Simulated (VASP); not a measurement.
# Ge in VASP: a series of runs

Ge is run at these levels: PBE; tasks: single point.

Program: VASP 6.6.1. These are calculated values, not measurements. Logs are shortened: lines on timing, memory, paths and dates and some standing lists are left out, and cuts for length are marked.

**1. The cell of the first run**

The cell holds a wire or tube with vacuum around it, 2 atoms: a = 10.000 Å, b = 9.300 Å, c = 4.041 Å, α = 90.00°, β = 90.00°, γ = 90.00°.

**2. Single point, PBE, collinear spin**

The input, INCAR:

```
SYSTEM = Ge
  ALGO = Normal
  EDIFF = 1E-6
  ENCUT = 520
  GGA = PE
  ISIF = 2
  ISMEAR = 0
  ISPIN = 2
  LASPH = .True.
  LCHARG = .True.
  LELF = .True.
  LORBIT = 11
  LREAL = .False.
  LVHAR = .True.
  LWAVE = .False.
  MAGMOM = 0.5 0.5
  NBANDS = 25
  NELM = 150
  PREC = Accurate
  SIGMA = 0.05
```

The input, KPOINTS:

```
k-points
0
Gamma
  1 1 16
  0 0 0
```

The input, POSCAR:

```
Ge
1.0
   10.0000000000      0.0000000000      0.0000000000
    0.0000000000      9.3000000000      0.0000000000
    0.0000000000      0.0000000000      4.0412807468
Ge
2
Direct
    0.4494839907      0.5000000000      0.0000000000
    0.5505160093      0.5000000000      0.5000000000
```

Potentials or basis: VASP PAW PBE potentials, release 64 (Ge_d).

Run with:

```bash
cat potpaw_PBE.64/Ge_d/POTCAR > POTCAR
mpirun -np 1 vasp_std > vasp.out
```

OUTCAR:

```text
SYSTEM = Ge
   EDIFF = 1E-6
   ENCUT = 520
   GGA = PE
   ISIF = 2
   ISMEAR = 0
   ISPIN = 2
   LASPH = .True.
   LORBIT = 11
   LREAL = .False.
   NELM = 150
   PREC = Accurate

 ion  position               nearest neighbor table
   1  0.449  0.500  0.000-   2 2.26   2 2.26
   2  0.551  0.500  0.500-   1 2.26   1 2.26

  LATTYP: Found a simple orthorhombic cell.
 ALAT       =     4.0412807468
 B/A-ratio  =     2.3012506635
 C/A-ratio  =     2.4744630790

  Lattice vectors:

 A1 = (   0.0000000000,   0.0000000000,  -4.0412807468)
 A2 = (   0.0000000000,   9.3000000000,   0.0000000000)
 A3 = (  10.0000000000,   0.0000000000,   0.0000000000)

Analysis of symmetry for initial positions (statically):
=====================================================================
 Subroutine PRICEL returns:
 Original cell was already a primitive cell.

 Routine SETGRP: Setting up the symmetry group for a
 simple orthorhombic supercell.

 Subroutine GETGRP returns: Found  8 space group operations
 (whereof  4 operations were pure point group operations)
 out of a pool of  8 trial point group operations.

The static configuration has the point symmetry C_2v.
 The point group associated with its full space group is D_2h.

Analysis of symmetry for dynamics (positions and initial velocities):
=====================================================================
 Subroutine PRICEL returns:
 Original cell was already a primitive cell.

 Routine SETGRP: Setting up the symmetry group for a
 simple orthorhombic supercell.

 Subroutine GETGRP returns: Found  8 space group operations
 (whereof  4 operations were pure point group operations)
 out of a pool of  8 trial point group operations.

The dynamic configuration has the point symmetry C_2v.
 The point group associated with its full space group is D_2h.

Analysis of structural, dynamic, and magnetic symmetry:
=====================================================================
 Subroutine PRICEL returns:
 Original cell was already a primitive cell.

 Routine SETGRP: Setting up the symmetry group for a
 simple orthorhombic supercell.

 Subroutine GETGRP returns: Found  8 space group operations
 (whereof  4 operations were pure point group operations)
 out of a pool of  8 trial point group operations.

The overall configuration has the point symmetry C_2v.
 The point group associated with its full space group is D_2h.
[... 102 lines left out ...]
     AMIX     =   0.40;   BMIX     =  1.00
     AMIX_MAG =   1.60;   BMIX_MAG =  1.00
  volume/ion in A,a.u.               =     187.92      1268.14
  Fermi-wavevector in a.u.,A,eV,Ry     =   0.688853  1.301744  6.456224  0.474519
  Thomas-Fermi vector in A             =   1.769772
   LORBIT       =     11    0 simple, 1 ext, 2 COOP (PROOUT), +10 PAW based schemes
   GGA     = PE    functional components
   LHFCALC =     F    Hartree Fock is set to
   AEXX    =    0.0000 exact exchange contribution
   IVDW    =     0    specifies the selected vdW correction
   LEPSILON=     F    determine dielectric tensor
   LRPA    =     F    only Hartree local field effects (RPA)
 spin polarized calculation
 Gauss-broadening in eV      SIGMA  =   0.05
  energy-cutoff  :      520.00
  volume of cell :      375.84
 maximum number of plane-waves:     10165
 NGX is ok and might be reduce to    80
   NGX = 37   NGY = 35   NGZ = 15

 number of electron      27.9999956 magnetization       0.0000235

 number of electron      27.9999956 magnetization      -0.0000137

 Free energy of the ion-electron system (eV)
  ---------------------------------------------------
  ext. energy  EPLUGINS =         0.00000000
  ---------------------------------------------------
  free energy    TOTEN  =        -6.56726183 eV

  energy without entropy =       -6.56722913  energy(sigma->0) =       -6.56724548

 E-fermi :  -3.5444     XC(G=0):  -2.3506

 val. band max:       -3.6602586262   @ k =   0.0000   0.0000   0.4375
 cond. band min:      -3.4284529419   @ k =   0.0000   0.0000   0.4375
 fundamental gap:      0.2318056843
 Fermi energy:        -3.5443547315

 spin component 1

 k-point     1 :       0.0000    0.0000    0.0000
  band No.  band energies     occupation
      1     -28.1635      1.00000
      2     -28.1293      1.00000
      3     -28.0648      1.00000
      4     -28.0408      1.00000
      5     -28.0022      1.00000
      6     -27.9679      1.00000
[... 241 lines left out ...]
     24       3.9595      0.00000
     25       4.4039      0.00000
 Fermi energy:        -3.5443547315

 spin component 2

 k-point     1 :       0.0000    0.0000    0.0000
  band No.  band energies     occupation
      1     -28.1635      1.00000
      2     -28.1293      1.00000
      3     -28.0648      1.00000
      4     -28.0408      1.00000
      5     -28.0022      1.00000
      6     -27.9679      1.00000
[... 241 lines left out ...]
     24       3.9575      0.00000
     25       4.4229      0.00000

------------------------ aborting loop because EDIFF is reached ----------------------------------------

  FORCE on cell =-STRESS in cart. coord.  units (eV):
  Direction    XX          YY          ZZ          XY          YZ          ZX
  --------------------------------------------------------------------------------------
  -------------------------------------------------------------------------------------
  Total        1.5489207      0.0201869      2.2111027      0.0000000      0.0000000      0.0000000
  in kB        6.6029467      0.0860555      9.4257851      0.0000000      0.0000000      0.0000000
  external PRESSURE =       5.3715958 kB  Pullay stress =       0.0000000 kB

 VOLUME and BASIS-vectors are now :
 -----------------------------------------------------------------------------
  energy-cutoff  :      520.00
  volume of cell :      375.84
      direct lattice vectors                 reciprocal lattice vectors
    10.000000000  0.000000000  0.000000000     0.100000000  0.000000000  0.000000000
     0.000000000  9.300000000  0.000000000     0.000000000  0.107526882  0.000000000
     0.000000000  0.000000000  4.041280747     0.000000000  0.000000000  0.247446308

 POSITION                                       TOTAL-FORCE (eV/Angst)
 -----------------------------------------------------------------------------------
      4.49484      4.65000      0.00000        -1.533769      0.000000      0.000000
      5.50516      4.65000      2.02064         1.533769      0.000000      0.000000
 -----------------------------------------------------------------------------------
    total drift:                               -0.000000      0.000000      0.000000

  FREE ENERGIE OF THE ION-ELECTRON SYSTEM (eV)
  ---------------------------------------------------
  free  energy   TOTEN  =        -6.5672618338 eV

  energy  without entropy=       -6.5672291276  energy(sigma->0) =       -6.56724548

 total charge

# of ion       s       p       d       tot
------------------------------------------
    1        1.220   1.126  10.000  12.345
    2        1.220   1.126  10.000  12.345
--------------------------------------------------
tot          2.439   2.251  20.000  24.691

 magnetization (x)

# of ion       s       p       d       tot
------------------------------------------
    1        0.000   0.000   0.000   0.000
    2        0.000   0.000   0.000   0.000
--------------------------------------------------
tot          0.000   0.000   0.000   0.000
```

stdout:

```text
POSCAR found type information on POSCAR Ge
 POSCAR found :  1 types and       2 ions
 scaLAPACK will be used
 LDA part: xc-table for (Slater+PW92), standard interpolation
 POSCAR, INCAR and KPOINTS ok, starting setup
 FFT: planning ... GRIDC
 FFT: planning ... GRID_SOFT
 FFT: planning ... GRID
 WAVECAR not read
 entering main loop
```

Run time: 3.1 min. Hardware: 1 thread of Intel Xeon Platinum 8488C (Sapphire Rapids), shared host; peak memory 0.6 GiB.

What came out:

| Property | Result |
| --- | --- |
| Free energy | -6.5673 eV |
| Largest force | 1.534 eV/Å |
| Band gap on the k mesh | 0.23 eV |
| Net moment | 0.00 μB per cell |
| Valence electrons inside the program's atomic spheres | Ge 12.35 |

Forces in eV/Å, atoms in the order of the input:
```
Ge  -1.534  0.000  0.000
Ge   1.534  0.000  0.000
```

**3. Single point, PBE, collinear spin**

This run uses another cell than the first one.

The input, INCAR:

```
ALGO     = Normal         # electronic algorithm
EDIFF    = 1E-7           # SCF threshold, eV
ENCUT    = 520            # plane-wave cutoff, eV
GGA      = PE             # functional
ISIF     = 2              # what is computed and relaxed
ISMEAR   = 0              # smearing method
ISPIN    = 2              # spin polarisation
LASPH    = True           # aspherical terms in the spheres
LCHARG   = False          # write CHGCAR
LORBIT   = 11             # projections on sites
LREAL    = False          # projectors in reciprocal space
LWAVE    = False          # write WAVECAR
MAGMOM   = 0.5 0.5        # initial moments
NBANDS   = 25             # bands
NELM     = 150            # most SCF steps
PREC     = Accurate       # precision mode
SIGMA    = 0.05           # smearing width, eV
```

The input, KPOINTS:

```
k-points
0
Gamma
  1 1 27
```

The input, POSCAR:

```
Ge
1.0
   11.0000000000      0.0000000000      0.0000000000
    0.0000000000      9.3000000000      0.0000000000
    0.0000000000      0.0000000000      2.3798653287
Ge
2
Direct
    0.4081527103      0.5000000000      0.0000000000
    0.5918472897      0.5000000000      0.5000000000
```

Potentials or basis: VASP PAW PBE potentials, release 64 (Ge_d).

Run with:

```bash
cat potpaw_PBE.64/Ge_d/POTCAR > POTCAR
mpirun -np 1 vasp_std > vasp.out
```

Run time: 2.5 min. Hardware: 1 thread of Intel Xeon Platinum 8488C (Sapphire Rapids), shared host; peak memory 0.46 GiB.

It converged, with:

| Item | Value |
| --- | --- |
| Free energy | -6.3805 eV |
| Largest force | 3.406 eV/Å |
| Net moment | 0.29 μB per cell |
| Site moments | Ge +0.07 μB |
| Valence electrons inside the program's atomic spheres | Ge 12.49 |

Forces on the atoms (eV/Å):
```
Ge  -3.406  0.000  0.000
Ge   3.406  0.000  0.000
```

Levels at points of the mesh, in eV from the Fermi level:
Spin up:
| k point | band 11 | band 12 | band 13 | band 14 | band 15 | band 16 | band 17 | band 18 |
| --- | --- | --- | --- | --- | --- | --- | --- | --- |
| (0.00, 0.00, 0.00) | -13.60 | -8.59 | -3.71 | -3.09 | -0.13 | 2.85 | 3.13 | 3.87 |
Spin down:
```
           k point  band 11  band 12  band 13  band 14  band 15  band 16  band 17  band 18
(0.00, 0.00, 0.00)   -13.48    -8.46    -3.55    -2.97     0.08     2.93     3.22     3.92
```

**4. Single point, PBE, collinear spin**

This run uses another cell than the first one.

The input, INCAR:

```
ALGO = Normal
EDIFF = 1E-7
ENCUT = 520
GGA = PE
ISIF = 2
ISMEAR = 0
ISPIN = 2
LASPH = T
LCHARG = T
LELF = T
LORBIT = 11
LREAL = F
LVHAR = T
LWAVE = F
MAGMOM = 0.5 0.5
NBANDS = 25
NELM = 150
PREC = Accurate
SIGMA = 0.05
```

KPOINTS is that of step 3.

The input, POSCAR:

```
Ge
1.0
   11.0000000000      0.0000000000      0.0000000000
    0.0000000000      9.3000000000      0.0000000000
    0.0000000000      0.0000000000      2.6719482310
Ge
2
Direct
    0.3983415068      0.5000000000      0.0000000000
    0.6016584932      0.5000000000      0.5000000000
```

Run with:

```bash
cat potpaw_PBE.64/Ge_d/POTCAR > POTCAR
mpirun -np 1 vasp_std > vasp.out
```

Wall time 3 min (1 thread of Intel Xeon Platinum 8488C (Sapphire Rapids), shared host); peak memory 0.48 GiB.

The run converged. Its results:

```
Free energy                                           : -7.2729 eV
Largest force                                         : 0.004 eV/Å
Band gap on the k mesh                                : zero (filled and empty bands overlap)
Net moment                                            : 0.00 μB per cell
Valence electrons inside the program's atomic spheres : Ge 12.21
```

Forces on the atoms (eV/Å):
```
Ge  -0.004  0.000  0.000
Ge   0.004  0.000  0.000
```

Levels at points of the mesh, in eV from the Fermi level:
Spin up:
```tsv
k point	band 12	band 13	band 14	band 15	band 16	band 17
(0.00, 0.00, 0.00)	-7.68	-2.29	-2.09	0.47	3.23	3.27
```
Spin down:
```
           k point  band 10  band 11  band 12  band 13  band 14  band 15  band 16  band 17  band 18  band 19
(0.00, 0.00, 0.00)   -24.36   -11.31    -7.68    -2.29    -2.09     0.47     3.23     3.27     4.19     4.94
```

**5. Overview**

```tsv
cell	k mesh	gap on the mesh (eV)	moment (μB)	largest force (eV/Å)
a = 10.000, b = 9.300, c = 4.041 Å, 2 atoms, atomic positions A	1 × 1 × 16	0.23	0.00	1.53
a = 11.000, b = 9.300, c = 2.380 Å, 2 atoms, atomic positions B	1 × 1 × 27	none	0.29	3.41
a = 11.000, b = 9.300, c = 2.672 Å, 2 atoms, atomic positions C	1 × 1 × 27	none	0.00	-
```

Alike in all rows: task single point; level PBE; potentials or basis VASP PAW PBE potentials, release 64 (Ge_d); spin collinear; cutoff (eV) 520; smearing gaussian 0.05 eV.

Total energies depend on the potentials used, so only differences within one code and one set of settings carry meaning.
